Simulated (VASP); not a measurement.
# SiC (R3m) in VASP: notebook

Runs on SiC. Level: PBE. Tasks: single point.

Program: VASP 6.6.1. These are calculated values, not measurements. Logs are shortened: lines on timing, memory, paths and dates and some standing lists are left out, and cuts for length are marked.

### 1 The cell of the first run

Symmetry: R3m, No. 160, trigonal system. The conventional cell has a = 3.274 Å, b = 3.274 Å, c = 7.602 Å, α = 90.00°, β = 90.00°, γ = 120.00°. Si (site symmetry 3m) has 4 C at 1.90 to 1.99 Å within 2.5 Å. Within 2.5 Å of C (site symmetry 3m) lie 4 Si at 1.90 to 1.99 Å.

### 2 Single point, PBE

INCAR

```
ALGO     = Normal         # electronic algorithm
EDIFF    = 1E-6           # SCF threshold, eV
ENCUT    = 520            # plane-wave cutoff, eV
GGA      = PE             # functional
ISIF     = 2              # what is computed and relaxed
ISMEAR   = 0              # smearing method
LASPH    = T              # aspherical terms in the spheres
LCHARG   = F              # write CHGCAR
LREAL    = F              # projectors in reciprocal space
LWAVE    = F              # write WAVECAR
NBANDS   = 11             # bands
NELM     = 80             # most SCF steps
PREC     = Accurate       # precision mode
SIGMA    = 0.05           # smearing width, eV
```

KPOINTS

```
k-points
0
Gamma
  12 12 12
```

POSCAR

```
SiC
1.0
    0.0000000000      2.3149696637      2.3149696637
    2.3149696637      0.0000000000      2.3149696637
    2.2347173820      2.2347173820      0.0802522817
Si C
1 1
Direct
    0.0000000000      0.0000000000      0.0000000000
    0.7500000000      0.7500000000      0.7500000000
```

Potentials or basis: VASP PAW PBE potentials, release 64 (Si, C).

The run is started by

```bash
> cat potpaw_PBE.64/Si/POTCAR potpaw_PBE.64/C/POTCAR > POTCAR
> mpirun -np 1 vasp_std > vasp.out
```

OUTCAR:

```text
EDIFF = 1E-6
   ENCUT = 520
   GGA = PE
   ISIF = 2
   ISMEAR = 0
   LASPH = T
   LREAL = F
   NELM = 80
   PREC = Accurate

 ion  position               nearest neighbor table
   1  0.000  0.000  0.000-   2 1.90   2 1.99   2 1.99   2 1.99
   2  0.750  0.750  0.750-   1 1.90   1 1.99   1 1.99   1 1.99

  LATTYP: Found a trigonal (rhomboedric) cell.
 ALAT       =     3.1613864021
 COS(alpha) =     0.4637893364

  Lattice vectors:

 A1 = (   2.2347173820,  -0.0802522817,  -2.2347173820)
 A2 = (  -0.0802522817,   2.2347173820,  -2.2347173820)
 A3 = (   2.2347173820,   2.2347173820,   0.0802522817)

Analysis of symmetry for initial positions (statically):
=====================================================================
 Subroutine PRICEL returns:
 Original cell was already a primitive cell.

 Routine SETGRP: Setting up the symmetry group for a
 trigonal (rhombohedral) supercell.

 Subroutine GETGRP returns: Found  6 space group operations
 (whereof  6 operations were pure point group operations)
 out of a pool of 12 trial point group operations.

The static configuration has the point symmetry C_3v.

Analysis of symmetry for dynamics (positions and initial velocities):
=====================================================================
 Subroutine PRICEL returns:
 Original cell was already a primitive cell.

 Routine SETGRP: Setting up the symmetry group for a
 trigonal (rhombohedral) supercell.

 Subroutine GETGRP returns: Found  6 space group operations
 (whereof  6 operations were pure point group operations)
 out of a pool of 12 trial point group operations.

The dynamic configuration has the point symmetry C_3v.

 Subroutine INISYM returns: Found  6 space group operations
 (whereof  6 operations are pure point group operations),
 and found     1 'primitive' translations

----------------------------------------------------------------------------------------

                                     Primitive cell

  volume of cell :      23.5220

  direct lattice vectors                    reciprocal lattice vectors
     0.000000000  2.314969664  2.314969664    -0.219934655  0.212036449  0.219934655
     2.314969664  0.000000000  2.314969664     0.212036449 -0.219934655  0.219934655
     2.234717382  2.234717382  0.080252282     0.227832860  0.227832860 -0.227832860

  length of vectors
     3.273861495  3.273861495  3.161386402     0.376433208  0.376433208  0.394618090

  position of ions in fractional coordinates (direct lattice)
     0.000000000  0.000000000  0.000000000
     0.750000000  0.750000000  0.750000000
[... 81 lines left out ...]
   IBRION =     -1    ionic relax: 0-MD 1-quasi-New 2-CG
   NFREE  =      0    steps in history (QN), initial steepest desc. (CG)
   ISIF   =      2    stress and relaxation
   ISYM   =      2    0-nonsym 1-usesym 2-fastsym
   POTIM  = 0.5000    time-step for ionic-motion
   TEBEG  =    0.0;   TEEND  =   0.0 temperature during run
   PSTRESS=    0.0 pullay stress
   NELECT =       8.0000    total number of electrons
   NUPDOWN=      -1.0000    fix difference up-down
   EMIN   =  10.00;   EMAX   =-10.00  energy-range for DOS
   EFERMI =   0.00;   METHOD = LEGACY
   ISMEAR =     0;   SIGMA  =   0.05  broadening in eV -4-tet -1-fermi 0-gaus
   EFERMI_NEDOS =   21; number of points for ismear=-14 and -15
   IALGO  =     38    algorithm
   IMIX   =      4    mixing-type and parameters
     AMIX     =   0.40;   BMIX     =  1.00
     AMIX_MAG =   1.60;   BMIX_MAG =  1.00
  volume/ion in A,a.u.               =      11.76        79.37
  Fermi-wavevector in a.u.,A,eV,Ry     =   1.142738  2.159462 17.767176  1.305851
  Thomas-Fermi vector in A             =   2.279435
   LORBIT       =      0    0 simple, 1 ext, 2 COOP (PROOUT), +10 PAW based schemes
   GGA     = PE    functional components
   LHFCALC =     F    Hartree Fock is set to
   AEXX    =    0.0000 exact exchange contribution
   IVDW    =     0    specifies the selected vdW correction
   LEPSILON=     F    determine dielectric tensor
   LRPA    =     F    only Hartree local field effects (RPA)
 non-spin polarized calculation
 Gauss-broadening in eV      SIGMA  =   0.05
  energy-cutoff  :      520.00
  volume of cell :       23.52
 maximum number of plane-waves:       649
   NGX = 13   NGY = 13   NGZ = 11

 number of electron       8.0000000 magnetization

 Free energy of the ion-electron system (eV)
  ---------------------------------------------------
  ext. energy  EPLUGINS =         0.00000000
  ---------------------------------------------------
  free energy    TOTEN  =       -14.83995264 eV

  energy without entropy =      -14.83995264  energy(sigma->0) =      -14.83995264

 E-fermi :   7.1037     XC(G=0): -10.8039

 val. band max:        6.8445220989   @ k =   0.0000   0.0000   0.0000
 cond. band min:       8.1462446266   @ k =   0.5000   0.5000  -0.0000
 fundamental gap:      1.3017225277
 Fermi energy:         7.1036533838

 k-point     1 :       0.0000    0.0000    0.0000
  band No.  band energies     occupation
      1      -7.7113      2.00000
      2       6.6647      2.00000
      3       6.6647      2.00000
      4       6.8445      2.00000
      5      11.1979      0.00000
      6      12.8550      0.00000
      7      12.8550      0.00000
      8      14.2549      0.00000
      9      20.5449      0.00000
     10      20.5449      0.00000
     11      21.3424      0.00000
[... 309 lines left out ...]
 k-point    24 :      -0.4167    0.1667    0.0000
  band No.  band energies     occupation
      1      -4.4345      2.00000
      2      -0.7004      2.00000
      3       3.8515      2.00000
      4       5.4428      2.00000
      5      11.6489      0.00000
      6      13.5433      0.00000
      7      14.9359      0.00000
      8      16.6037      0.00000
      9      19.8893      0.00000
     10      21.4449      0.00000
     11      23.4453      0.00000

 [... further k-points ...]
[... 5 lines left out ...]
  --------------------------------------------------------------------------------------
  -------------------------------------------------------------------------------------
  Total       -2.7183405     -2.7183405     -2.7183405      1.0472314     -1.0472314     -1.0472314
  in kB     -185.1570215   -185.1570215   -185.1570215     71.3311134    -71.3311134    -71.3311134
  external PRESSURE =    -185.1570215 kB  Pullay stress =       0.0000000 kB

 VOLUME and BASIS-vectors are now :
 -----------------------------------------------------------------------------
  energy-cutoff  :      520.00
  volume of cell :       23.52
      direct lattice vectors                 reciprocal lattice vectors
     0.000000000  2.314969664  2.314969664    -0.219934655  0.212036449  0.219934655
     2.314969664  0.000000000  2.314969664     0.212036449 -0.219934655  0.219934655
     2.234717382  2.234717382  0.080252282     0.227832860  0.227832860 -0.227832860

 POSITION                                       TOTAL-FORCE (eV/Angst)
 -----------------------------------------------------------------------------------
      0.00000      0.00000      0.00000        -0.156636     -0.156636      0.156636
      3.41227      3.41227      3.53264         0.156636      0.156636     -0.156636
 -----------------------------------------------------------------------------------
    total drift:                                0.000021      0.000021     -0.000021

  FREE ENERGIE OF THE ION-ELECTRON SYSTEM (eV)
  ---------------------------------------------------
  free  energy   TOTEN  =       -14.8399526374 eV

  energy  without entropy=      -14.8399526374  energy(sigma->0) =      -14.83995264
```

OSZICAR:

```text
N       E                     dE             d eps       ncg     rms          rms(c)
DAV:   1     0.424649736859E+01    0.42465E+01   -0.38377E+03  4262   0.605E+02
DAV:   2    -0.156962207588E+02   -0.19943E+02   -0.19087E+02  5248   0.106E+02
DAV:   3    -0.163865814248E+02   -0.69036E+00   -0.68881E+00  5141   0.167E+01
DAV:   4    -0.163897143512E+02   -0.31329E-02   -0.31327E-02  4764   0.142E+00
DAV:   5    -0.163897308903E+02   -0.16539E-04   -0.16539E-04  5072   0.969E-02    0.765E+00
DAV:   6    -0.148657402483E+02    0.15240E+01   -0.63958E+00  4647   0.107E+01    0.328E+00
DAV:   7    -0.148467359397E+02    0.19004E-01   -0.25588E-01  4976   0.302E+00    0.159E+00
DAV:   8    -0.148397348943E+02    0.70010E-02   -0.19599E-02  4725   0.930E-01    0.176E-01
DAV:   9    -0.148398198494E+02   -0.84955E-04   -0.21658E-03  5166   0.258E-01    0.108E-01
DAV:  10    -0.148399413349E+02   -0.12149E-03   -0.30781E-04  4569   0.106E-01    0.314E-02
DAV:  11    -0.148399521231E+02   -0.10788E-04   -0.53241E-05  4971   0.386E-02    0.101E-02
DAV:  12    -0.148399526374E+02   -0.51429E-06   -0.29862E-06  4818   0.110E-02
   1 F= -.14839953E+02 E0= -.14839953E+02  d E =-.353079E-16
```

Wall time 22 s (1 thread of AMD EPYC 9R45 (Zen 5), shared host); peak memory 0.14 GiB.

What came out:

```yaml
Free_energy: -14.8400 eV
Pressure: -18.5 GPa
Largest_force: 0.271 eV/Å
Band_gap_on_the_k_mesh: 1.30 eV, indirect (least direct gap 4.09 eV)
```

Forces on the atoms (eV/Å):
```
Si  -0.157 -0.157  0.157
C    0.157  0.157 -0.157
```

Stress tensor (GPa, compression positive):
```
-18.52   7.13  -7.13
  7.13 -18.52  -7.13
 -7.13  -7.13 -18.52
```

A k mesh can miss the band edges. A hybrid or GW would open this gap; PBE tends to underestimate it.

### 3 Single point, PBE

This run uses another cell than the first one, of 9.24 Å³/atom, 0.786 times its volume.

INCAR

```
SYSTEM = SiC
PREC = Accurate
ENCUT = 520
EDIFF = 1E-7
ISMEAR = 0
SIGMA = 0.05
LREAL = .FALSE.
LASPH = .TRUE.
NELM = 60
ALGO = Normal
ISIF = 2
LWAVE = .FALSE.
LCHARG = .FALSE.
GGA = PE
NBANDS = 11
```

KPOINTS

```
regular mesh
0
G
  12 12 12
  0 0 0
```

POSCAR

```
SiC
1.0
    0.0000000000      2.0614330090      2.0614330090
    2.0614330090      0.0000000000      2.0614330090
    2.1368814571      2.1368814571     -0.0754484481
Si C
1 1
Direct
    0.0000000000      0.0000000000      0.0000000000
    0.7500000000      0.7500000000      0.7500000000
```

Potentials or basis: VASP PAW PBE potentials, release 64 (Si, C).

The run is started by

```bash
> cat potpaw_PBE.64/Si/POTCAR potpaw_PBE.64/C/POTCAR > POTCAR
> mpirun -np 1 vasp_std > vasp.out
```

Run time: 15 s. Hardware: 1 thread of Intel Xeon 6975P-C (Granite Rapids), shared host; peak memory 0.16 GiB.

It converged, with:

```yaml
Free_energy: -14.7356 eV
Pressure: 35.8 GPa
Largest_force: 0.773 eV/Å
Band_gap_on_the_k_mesh: 1.05 eV, indirect (least direct gap 4.28 eV)
```

Forces in eV/Å, atoms in the order of the input:
```
Si   0.446  0.446 -0.446
C   -0.446 -0.446  0.446
```

Stress tensor (GPa, compression positive):
```
 35.76 -12.63  12.63
-12.63  35.76  12.63
 12.63  12.63  35.76
```

Levels at points of the mesh, in eV from the valence-band top:
```csv
k point,band 1,band 2,band 3,band 4,band 5,band 6,band 7,band 8
"(0.00, 0.00, 0.00)",-16.47,-0.44,0.00,0.00,6.19,8.39,8.47,8.47
"(0.50, 0.00, 0.00)",-12.31,-9.28,-1.37,-1.26,5.94,7.09,7.83,10.47
"(0.50, 0.50, 0.00)",-10.90,-8.31,-3.82,-3.23,1.05,4.67,14.97,15.12
"(0.00, 0.00, 0.50)",-12.91,-9.43,-0.87,-0.87,7.19,8.08,8.08,10.82
```
